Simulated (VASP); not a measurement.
# SiO2 (P4_32_12) in VASP: relaxation of shape and atoms at fixed volume with LDA

Aim: the relaxation of shape and atoms at fixed volume of SiO2 with LDA.

Everything below comes from runs of VASP 6.6.1. Logs are shortened: lines on timing, memory, paths and dates and some standing lists are left out, and cuts for length are marked.

**1. The cell of the first run**

It takes space group P4_32_12 (No. 96, tetragonal). Conventional cell: a = 4.989 Å, b = 4.989 Å, c = 6.928 Å, α = 90.00°, β = 90.00°, γ = 90.00°. Within 2.2 Å of Si (site symmetry 2) lie 4 O at 1.62 Å. O (site symmetry 1) has 2 Si at 1.62 Å within 2.2 Å.

**2. Relaxation of shape and atoms at fixed volume, LDA (14.37 Å³/atom)**

Contents of INCAR:

```
PREC     = Accurate       # precision mode
ENCUT    = 600            # plane-wave cutoff, eV
EDIFF    = 1E-6           # SCF threshold, eV
ISMEAR   = 0              # smearing method
SIGMA    = 0.02           # smearing width, eV
LREAL    = F              # projectors in reciprocal space
LASPH    = T              # aspherical terms in the spheres
NELM     = 80             # most SCF steps
ALGO     = Normal         # electronic algorithm
ISIF     = 4              # what is computed and relaxed
LWAVE    = F              # write WAVECAR
LCHARG   = F              # write CHGCAR
IBRION   = 2              # ionic algorithm
NSW      = 50             # ionic steps
EDIFFG   = -0.01          # ionic threshold
```

Contents of KPOINTS:

```
regular mesh
0
Gamma
  6 6 4
```

Contents of POSCAR:

```
SiO2
1.0
    4.9894490422      0.0000000000      0.0000000000
    0.0000000000      4.9894490422      0.0000000000
    0.0000000000      0.0000000000      6.9275224566
Si O
4 8
Direct
    0.8048597421      0.8048597421      0.5000000000
    0.6951402579      0.3048597421      0.2500000000
    0.1951402579      0.1951402579      0.0000000000
    0.3048597421      0.6951402579      0.7500000000
    0.2628906955      0.3857667419      0.8162028578
    0.1142332581      0.7628906955      0.5662028578
    0.7371093045      0.6142332581      0.3162028578
    0.8857667419      0.2371093045      0.0662028578
    0.7628906955      0.1142332581      0.4337971422
    0.6142332581      0.7371093045      0.6837971422
    0.2371093045      0.8857667419      0.9337971422
    0.3857667419      0.2628906955      0.1837971422
```

Potentials or basis: VASP PAW LDA potentials, release 64 (Si, O).

On the command line:

```bash
> cat potpaw_LDA.64/Si/POTCAR potpaw_LDA.64/O/POTCAR > POTCAR
> mpirun -np 1 vasp_std > vasp.out
```

OUTCAR:

```text
PREC = Accurate
   ENCUT = 600
   EDIFF = 1E-6
   ISMEAR = 0
   LREAL = F
   LASPH = T
   NELM = 80
   ISIF = 4
   IBRION = 2
   NSW = 50
   EDIFFG = -0.01

 ion  position               nearest neighbor table
   1  0.805  0.805  0.500-   6 1.62   9 1.62   7 1.62  10 1.62   2 3.09   4 3.09   2 3.09   4 3.09

   2  0.695  0.305  0.250-   7 1.62  12 1.62   9 1.62   8 1.62   1 3.09   3 3.09   1 3.09   3 3.09

   3  0.195  0.195  0.000-   8 1.62  11 1.62   5 1.62  12 1.62   2 3.09   4 3.09   4 3.09   2 3.09

   4  0.305  0.695  0.750-   5 1.62  10 1.62   6 1.62  11 1.62   1 3.09   3 3.09   3 3.09   1 3.09

   5  0.263  0.386  0.816-   4 1.62   3 1.62
   6  0.114  0.763  0.566-   1 1.62   4 1.62
   7  0.737  0.614  0.316-   2 1.62   1 1.62
   8  0.886  0.237  0.066-   3 1.62   2 1.62
   9  0.763  0.114  0.434-   1 1.62   2 1.62
  10  0.614  0.737  0.684-   4 1.62   1 1.62
  11  0.237  0.886  0.934-   3 1.62   4 1.62
  12  0.386  0.263  0.184-   2 1.62   3 1.62

  LATTYP: Found a simple tetragonal cell.
 ALAT       =     4.9894490422
 C/A-ratio  =     1.3884343538

  Lattice vectors:

 A1 = (   4.9894490422,   0.0000000000,   0.0000000000)
 A2 = (   0.0000000000,   4.9894490422,   0.0000000000)
 A3 = (   0.0000000000,   0.0000000000,   6.9275224566)

Analysis of symmetry for initial positions (statically):
=====================================================================
 Subroutine PRICEL returns:
 Original cell was already a primitive cell.

 Routine SETGRP: Setting up the symmetry group for a
 simple tetragonal supercell.

 Subroutine GETGRP returns: Found  8 space group operations
 (whereof  2 operations were pure point group operations)
 out of a pool of 16 trial point group operations.

The static configuration has the point symmetry C_2 .
 The point group associated with its full space group is D_4 .

Analysis of symmetry for dynamics (positions and initial velocities):
=====================================================================
 Subroutine PRICEL returns:
 Original cell was already a primitive cell.

 Routine SETGRP: Setting up the symmetry group for a
 simple tetragonal supercell.

 Subroutine GETGRP returns: Found  8 space group operations
 (whereof  2 operations were pure point group operations)
 out of a pool of 16 trial point group operations.

The dynamic configuration has the point symmetry C_2 .
 The point group associated with its full space group is D_4 .

 Subroutine INISYM returns: Found  8 space group operations
 (whereof  2 operations are pure point group operations),
 and found     1 'primitive' translations

----------------------------------------------------------------------------------------

                                     Primitive cell

  volume of cell :     172.4579

  direct lattice vectors                    reciprocal lattice vectors
     4.989449042  0.000000000  0.000000000     0.200422931  0.000000000  0.000000000
     0.000000000  4.989449042  0.000000000     0.000000000  0.200422931  0.000000000
     0.000000000  0.000000000  6.927522457     0.000000000  0.000000000  0.144351751

  length of vectors
     4.989449042  4.989449042  6.927522457     0.200422931  0.200422931  0.144351751

  position of ions in fractional coordinates (direct lattice)
     0.804859742  0.804859742  0.500000000
     0.695140258  0.304859742  0.250000000
     0.195140258  0.195140258  0.000000000
     0.304859742  0.695140258  0.750000000
     0.262890695  0.385766742  0.816202858
     0.114233258  0.762890695  0.566202858
     0.737109305  0.614233258  0.316202858
     0.885766742  0.237109305  0.066202858
     0.762890695  0.114233258  0.433797142
     0.614233258  0.737109305  0.683797142
     0.237109305  0.885766742  0.933797142
     0.385766742  0.262890695  0.183797142

  ion indices of the primitive-cell ions
   primitive index   ion index
                 1           1
                 2           2
                 3           3
                 4           4
                 5           5
                 6           6
                 7           7
                 8           8
                 9           9
                10          10
                11          11
                12          12

----------------------------------------------------------------------------------------

 KPOINTS: regular mesh

Automatic generation of k-mesh.
 Grid dimensions read from file:
 generate k-points for:    6    6    4

 Generating k-lattice:

  Cartesian coordinates                     Fractional coordinates (reciprocal lattice)
     0.033403822  0.000000000  0.000000000     0.166666667  0.000000000  0.000000000
     0.000000000  0.033403822  0.000000000     0.000000000  0.166666667  0.000000000
     0.000000000  0.000000000  0.036087938     0.000000000  0.000000000  0.250000000

  Length of vectors
     0.033403822  0.033403822  0.036087938

  Shift w.r.t. Gamma in fractional coordinates (k-lattice)
     0.000000000  0.000000000  0.000000000

 Subroutine IBZKPT returns following result:
 ===========================================

 Found     30 irreducible k-points:

 Following reciprocal coordinates:
            Coordinates               Weight
  0.000000  0.000000  0.000000      1.000000
  0.166667  0.000000  0.000000      4.000000
  0.333333  0.000000  0.000000      4.000000
  0.500000  0.000000  0.000000      2.000000
  0.166667  0.166667  0.000000      4.000000
  0.333333  0.166667  0.000000      8.000000
[... 16 lines left out ...]
  0.333333  0.000000  0.500000      4.000000
  0.500000  0.000000  0.500000      2.000000
 [... further k-points ...]
   k-points           NKPTS =     30   k-points in BZ     NKDIM =     30   number of bands    NBANDS=     39
   number of dos      NEDOS =    301   number of ions     NIONS =     12
   total plane-waves  NPLWV =  89600
   dimension x,y,z NGX =    40 NGY =   40 NGZ =   56
   dimension x,y,z NGXF=    80 NGYF=   80 NGZF=  112
   ions per type =               4   8
   NGX,Y,Z   is equivalent  to a cutoff of  13.33, 13.33, 13.44 a.u.
   NGXF,Y,Z  is equivalent  to a cutoff of  26.66, 26.66, 26.88 a.u.
 SYSTEM =  unknown system
   PREC   = accura    normal or accurate (medium, high low for compatibility)
   ISTART =      0    job   : 0-new  1-cont  2-samecut
   ICHARG =      2    charge: 1-file 2-atom 10-const
   ISPIN  =      1    spin polarized calculation?
   LNONCOLLINEAR =      F non collinear calculations
   LSORBIT =      F    spin-orbit coupling
   LASPH  =      T    aspherical Exc in radial PAW
   ENCUT  =  600.0 eV  44.10 Ry    6.64 a.u.   9.97  9.97 13.84*2*pi/ulx,y,z
   NELM   =     80;   NELMIN=  2; NELMDL= -5     # of ELM steps
   EDIFF  = 0.1E-05   stopping-criterion for ELM
   LREAL  =      F    real-space projection
   EDIFFG = -.1E-01   stopping-criterion for IOM
   NSW    =     50    number of steps for IOM
   IBRION =      2    ionic relax: 0-MD 1-quasi-New 2-CG
   NFREE  =      1    steps in history (QN), initial steepest desc. (CG)
   ISIF   =      4    stress and relaxation
   ISYM   =      2    0-nonsym 1-usesym 2-fastsym
   POTIM  = 0.5000    time-step for ionic-motion
   TEBEG  =    0.0;   TEEND  =   0.0 temperature during run
   PSTRESS=    0.0 pullay stress
   NELECT =      64.0000    total number of electrons
   NUPDOWN=      -1.0000    fix difference up-down
   EMIN   =  10.00;   EMAX   =-10.00  energy-range for DOS
   EFERMI =   0.00;   METHOD = LEGACY
   ISMEAR =     0;   SIGMA  =   0.02  broadening in eV -4-tet -1-fermi 0-gaus
   EFERMI_NEDOS =   21; number of points for ismear=-14 and -15
   IALGO  =     38    algorithm
   IMIX   =      4    mixing-type and parameters
     AMIX     =   0.40;   BMIX     =  1.00
     AMIX_MAG =   1.60;   BMIX_MAG =  1.00
  volume/ion in A,a.u.               =      14.37        96.98
  Fermi-wavevector in a.u.,A,eV,Ry     =   1.176451  2.223170 18.830961  1.384037
  Thomas-Fermi vector in A             =   2.312814
   LORBIT       =      0    0 simple, 1 ext, 2 COOP (PROOUT), +10 PAW based schemes
   GGA     = CA    functional components
   LHFCALC =     F    Hartree Fock is set to
   AEXX    =    0.0000 exact exchange contribution
   IVDW    =     0    specifies the selected vdW correction
   LEPSILON=     F    determine dielectric tensor
   LRPA    =     F    only Hartree local field effects (RPA)
 conjugate gradient relaxation of ions
 non-spin polarized calculation
 Gauss-broadening in eV      SIGMA  =   0.02
  energy-cutoff  :      600.00
  volume of cell :      172.46
 maximum number of plane-waves:      5790
 NGX is ok and might be reduce to    40
   NGX = 19   NGY = 19   NGZ = 27

--------------------------------------- Ionic step        1  -------------------------------------------

 number of electron      63.9999998 magnetization

 Free energy of the ion-electron system (eV)
  ---------------------------------------------------
  ext. energy  EPLUGINS =         0.00000000
  ---------------------------------------------------
  free energy    TOTEN  =      -103.72236932 eV

  energy without entropy =     -103.72236932  energy(sigma->0) =     -103.72236932

------------------------ aborting loop because EDIFF is reached ----------------------------------------

  FORCE on cell =-STRESS in cart. coord.  units (eV):
  Direction    XX          YY          ZZ          XY          YZ          ZX
  --------------------------------------------------------------------------------------
  -------------------------------------------------------------------------------------
  Total       -4.9781619     -4.9781619     -5.0150763      0.0000000      0.0000000      0.0000000
  in kB      -46.2483744    -46.2483744    -46.5913185      0.0000000      0.0000000      0.0000000
  external PRESSURE =     -46.3626891 kB  Pullay stress =       0.0000000 kB
[... 119 lines left out ...]
  FREE ENERGIE OF THE ION-ELECTRON SYSTEM (eV)
  ---------------------------------------------------
  free  energy   TOTEN  =      -103.7688346291 eV

  energy  without entropy=     -103.7688346291  energy(sigma->0) =     -103.76883463

 E-fermi :   0.0085     XC(G=0):  -8.9817

 val. band max:       -0.1512771189   @ k =   0.0000   0.0000   0.0000
 cond. band min:       5.3391124224   @ k =   0.0000   0.0000   0.0000
 fundamental gap:      5.4903895413
 Fermi energy:         0.0084555282

 k-point     1 :       0.0000    0.0000    0.0000
  band No.  band energies     occupation
      1     -19.3664      2.00000
      2     -18.4391      2.00000
      3     -18.4391      2.00000
      4     -17.2289      2.00000
      5     -17.1833      2.00000
      6     -17.1629      2.00000
[... 997 lines left out ...]
     38       8.8386      0.00000
     39       9.8265      0.00000

 [... further k-points ...]

[... ionic steps 4 to 11 ...]

--------------------------------------- Ionic step       12  -------------------------------------------

 number of electron      63.9999983 magnetization

------------------------ aborting loop because EDIFF is reached ----------------------------------------
[... 87 lines left out ...]
--------------------------------------- Ionic step       14  -------------------------------------------

 number of electron      63.9999983 magnetization

 Free energy of the ion-electron system (eV)
  ---------------------------------------------------
  ext. energy  EPLUGINS =         0.00000000
  ---------------------------------------------------
  free energy    TOTEN  =      -103.78479928 eV

  energy without entropy =     -103.78479928  energy(sigma->0) =     -103.78479928

 E-fermi :  -0.0475     XC(G=0):  -8.9718

 val. band max:       -0.1480193627   @ k =   0.0000   0.0000   0.0000
 cond. band min:       5.3563320235   @ k =   0.0000   0.0000   0.0000
 fundamental gap:      5.5043513862
 Fermi energy:        -0.0474737646

 k-point     1 :       0.0000    0.0000    0.0000
  band No.  band energies     occupation
      1     -19.3935      2.00000
      2     -18.4618      2.00000
      3     -18.4618      2.00000
      4     -17.2416      2.00000
      5     -17.1967      2.00000
      6     -17.1905      2.00000
[... 1038 lines left out ...]
  FREE ENERGIE OF THE ION-ELECTRON SYSTEM (eV)
  ---------------------------------------------------
  free  energy   TOTEN  =      -103.7847992787 eV

  energy  without entropy=     -103.7847992787  energy(sigma->0) =     -103.78479928

 reached required accuracy - stopping structural energy minimisation
```

It took 13 min on 1 thread of Intel Xeon 6975P-C (Granite Rapids), shared host; peak memory 0.33 GiB.

Results:

| Quantity | Value |
| --- | --- |
| Free energy | -103.7848 eV |
| Energy gained by relaxing | 5.2 meV/atom |
| Ionic steps | 14 |
| Pressure after relaxing | -0.4 GPa |
| Largest force after relaxing | 0.007 eV/Å |
| Band gap on the k mesh | 5.50 eV |

Forces on the atoms (eV/Å):
```
Si  -0.005 -0.005  0.000
Si   0.005 -0.005  0.000
Si   0.005  0.005  0.000
Si  -0.005  0.005  0.000
O    0.001 -0.006  0.004
O    0.006  0.001  0.004
O   -0.001  0.006  0.004
O   -0.006 -0.001  0.004
O    0.001  0.006 -0.004
O    0.006 -0.001 -0.004
O   -0.001 -0.006 -0.004
O   -0.006  0.001 -0.004
```

Step by step:
| step | energy change (eV) | largest force (eV/Å) | pressure (GPa) | volume (Å³) |
| --- | --- | --- | --- | --- |
| 1 | 0.0000 | 0.3052 | -4.64 | 172.46 |
| 2 | -0.0289 | 0.1891 | -3.47 | 172.46 |
| 3 | -0.0465 | 0.1647 | -1.66 | 172.46 |
| 4 | -0.0561 | 0.1614 | -1.21 | 172.46 |
| 5 | -0.0600 | 0.1599 | -0.70 | 172.46 |
| 6 | -0.0595 | 0.1980 | -0.42 | 172.46 |
| 7 | -0.0616 | 0.0231 | -0.57 | 172.46 |
| 8 | -0.0618 | 0.0201 | -0.54 | 172.46 |
| 9 | -0.0622 | 0.0124 | -0.46 | 172.46 |
| 10 | -0.0623 | 0.0146 | -0.29 | 172.46 |
| 11 | -0.0624 | 0.0105 | -0.33 | 172.46 |
| 12 | -0.0624 | 0.0114 | -0.35 | 172.46 |
| 13 | -0.0624 | 0.0140 | -0.36 | 172.46 |
| 14 | -0.0624 | 0.0072 | -0.37 | 172.46 |

Final structure:
```
Si O
1.0
     4.98316    0.00000    0.00000
     0.00000    4.98316    0.00000
     0.00000    0.00000    6.94503
Si O
4 8
Direct
  0.80064 0.80064 0.50000
  0.69936 0.30064 0.25000
  0.19936 0.19936 0.00000
  0.30064 0.69936 0.75000
  0.26099 0.39457 0.82070
  0.10543 0.76099 0.57070
  0.73901 0.60543 0.32070
  0.89457 0.23901 0.07070
  0.76099 0.10543 0.42930
  0.60543 0.73901 0.67930
  0.23901 0.89457 0.92930
  0.39457 0.26099 0.17930
```

A k mesh can miss the band edges.
